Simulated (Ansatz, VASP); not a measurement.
## Two plane-wave programs on MgO

INCAR

```
SYSTEM = MgO
PREC = Accurate
ENCUT = 520
EDIFF = 1E-6
ISMEAR = 0
SIGMA = 0.05
LREAL = .FALSE.
LASPH = .TRUE.
NELM = 100
ALGO = Normal
ISIF = 2
LWAVE = .FALSE.
LCHARG = .TRUE.
GGA = PS
LELF = .TRUE.
LVHAR = .TRUE.
NBANDS = 16
```

The input KPOINTS:

```
Automatic mesh
0
G
  9 9 6
  0 0 0
```

POSCAR

```
MgO
1.0
    3.3034677759      0.0000000000      0.0000000000
   -1.6517338880      2.8608870145      0.0000000000
    0.0000000000      0.0000000000      5.0193881071
Mg O
2 2
Direct
    0.3241215648      0.6918336864      0.0036583441
    0.6758784352      0.3081663136      0.5036583441
    0.3418791075      0.6433191775      0.4009416559
    0.6581208925      0.3566808225      0.9009416559
```

Input for Ansatz:

```yaml
crystal:
  lattice:
    - [3.3034677759, 0.0, 0.0]
    - [-1.651733888, 2.8608870145, 0.0]
    - [0.0, 0.0, 5.0193881071]
  atoms:
    - { symbol: Mg, position: [0.3241215648, 0.6918336864, 0.0036583441] }
    - { symbol: Mg, position: [0.6758784352, 0.3081663136, 0.5036583441] }
    - { symbol: O, position: [0.3418791075, 0.6433191775, 0.4009416559] }
    - { symbol: O, position: [0.6581208925, 0.3566808225, 0.9009416559] }
basis:
  ecutwfc: 520.0
kpoints:
  mp_grid: { grid: [9, 9, 6] }
hamiltonian:
  xc: pbesol
  pseudopotentials: { kind: paw, azcp: { folder: soft_1 } }
scf:
  occupations: { method: gaussian, width: 0.05 }
output:
  forces: true
  stress: true
  eigenvalues: true
```

Change from the starting cell: mode 4 frozen in at -0.072 Å and mode 5 at +0.072 Å (largest displacements).

Alike in both runs: task single point; functional PBEsol; k mesh 9 × 9 × 6; occupations gaussian, width 0.05 eV; no spin polarisation.

```csv
,VASP,Ansatz
version,VASP 6.6.1,Ansatz 0.2.0
potentials or method,"VASP PAW PBE potentials, release 64 (Mg, O), cutoff 520 eV","scalar-relativistic, plane waves, PAW"
valence electrons in the cell,16,32
```

|  | VASP | Ansatz | Ansatz less VASP |
| --- | --- | --- | --- |
| gap on the k mesh at the Fermi level (eV) | 3.28 | 3.29 | +0.005 |
| least direct gap on the mesh (eV) | 3.28 | 3.29 | +0.005 |
| pressure (GPa) | -0.5 | -0.2 | +0.31 |
| traceless stress, the component that is largest in VASP (GPa) | 0.35 | 0.35 | -0.002 |
| rms of the force components (eV/Å) | 0.159 | 0.157 | -0.0018 |

VASP's potentials were made for PBE, not for PBEsol, and Ansatz warns of the same on its side. Atom by atom the forces differ by 0.002 eV/Å (rms over components). VASP's potentials hold 16 valence electrons a cell and Ansatz's 32, so a difference there can come from the potentials and not from the codes.
